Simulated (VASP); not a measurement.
Wanted: the native input for a VASP 6.6.1 run.

```yaml
Task: relaxation of cell and atoms
Functional: PBE
Potentials_or_basis: VASP PAW PBE potentials, release 64 (Tb_3, Si, W_sv), 4f in core
Cutoff: 500 eV
k_mesh: 4 × 4 × 4
Occupations: gaussian, width 0.2 eV
Spin: no spin polarisation
Dipole_correction: no
Further_INCAR_settings: ALGO = Normal; EDIFF = 1e-07; IBRION = 2; EDIFFG = -0.08; NSW = 36; ISIF = 3
```

The structure of TbSi3W2 lies in POSCAR:

```
TbSi3W2
1.0
    2.2235881700      1.2837892300      6.5794582700
   -2.2235881700      1.2837892300      6.5794582700
    0.0000000000     -2.5675784600      6.5794582700
Tb Si W
1 3 2
Direct
    0.5000000000      0.5000000000      0.5000000000
    0.5000000000      0.5000000000      0.0000000000
    0.0000000000      0.5000000000      0.5000000000
    0.5000000000      0.0000000000      0.5000000000
    0.7987951200      0.7987951200      0.7987951200
    0.2012048800      0.2012048800      0.2012048800
```

The cell was generated, and may not be a known phase.

One way to write it, as run:

INCAR

```
SYSTEM = TbSi3W2
PREC = Accurate
ENCUT = 500
EDIFF = 1E-7
ISMEAR = 0
SIGMA = 0.2
LREAL = .False.
LASPH = .True.
NELM = 200
ALGO = Normal
ISIF = 3
LWAVE = .False.
LCHARG = .False.
GGA = PE
IBRION = 2
NSW = 36
EDIFFG = -0.08
GGA_COMPAT = .False.
NELMIN = 4
LMAXMIX = 6
```

KPOINTS

```
Automatic mesh
0
Gamma
  4 4 4
  0 0 0
```

Potentials or basis: VASP PAW PBE potentials, release 64 (Tb_3, Si, W_sv), 4f in core.

The run is started by

```bash
$ cat potpaw_PBE.64/Tb_3/POTCAR potpaw_PBE.64/Si/POTCAR potpaw_PBE.64/W_sv/POTCAR > POTCAR
$ mpirun -np 1 vasp_std > vasp.out
```

It gave:

```json
{"Relaxed volume": "19.75 Å³/atom", "Relaxed cell": "a = 5.884 Å, b = 5.884 Å, c = 5.884 Å, α = 52.44°, β = 52.44°, γ = 52.44°", "Space group after relaxing (to 0.1 Å)": "R-3m (No. 166)", "Energy gained by relaxing": "803.2 meV/atom", "Ionic steps": "9", "Pressure after relaxing": "-0.3 GPa", "Largest force after relaxing": "0.070 eV/Å", "Band gap on the k mesh": "zero (an odd number of electrons rules out a gap without spin polarisation)"}
```

Caveat: the k points lie up to 0.36 Å⁻¹ apart in the final cell, too coarse for converged energies and pressures of a metal; a cell axis changed by over 15 % at a fixed basis, so the end point is rough; spin-orbit coupling is left out, which moves the levels of the heavy elements; the 4f electrons are frozen in the core, so they carry no moment and show no levels; an odd number of electrons without spin polarisation forces a metal; a magnetic or distorted state may lie lower; the relaxation stopped at a loose force limit of 0.08 eV/Å, so its end isn't a converged minimum.

It took 8.4 min on 1 thread of AMD EPYC 9R45 (Zen 5) (shared host), peak memory 0.39 GiB.
